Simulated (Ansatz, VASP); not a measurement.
# Mg2C3: VASP beside Ansatz

```
Mg C
1.0
     2.76080    0.00000    0.00000
    -1.38040    2.39093    0.00000
     0.00000    0.00000    7.19537
Mg C
2 3
Direct
  0.33333 0.66667 0.20749
  0.66667 0.33333 0.79251
  0.00000 0.00000 0.00000
  0.33333 0.66667 0.53166
  0.66667 0.33333 0.46834
```

Alike in both runs: functional PBE; k mesh 6 × 6 × 4; occupations gaussian, width 0.1 eV; no spin polarisation.

Ansatz relaxed the structure, and its values are those at the end. VASP's run is a single point on that final structure, the one shown.

```csv
,VASP,Ansatz
version,VASP 6.6.1,Ansatz 0.2.0
potentials or method,"VASP PAW PBE potentials, release 64 (Mg, C), cutoff 520 eV","scalar-relativistic, plane waves, PAW"
valence electrons in the cell,16,32
```

Ansatz gave:

| Item | Value |
| --- | --- |
| gap on the k mesh at the Fermi level (eV) | none |
| pressure (GPa) | 0.0 |
| rms of the force components (eV/Å) | 0.007 |

Problem. Estimate VASP's values.

Solution. gap on the k mesh at the Fermi level (eV): none; pressure (GPa): -0.1; rms of the force components (eV/Å): 0.001.

A gap of «none» marks a metal or a gap that the smearing closes. VASP's potentials hold 16 valence electrons a cell and Ansatz's 32, so a difference there can come from the potentials and not from the codes.

The k mesh is coarse, so the values compare programs but aren't converged.
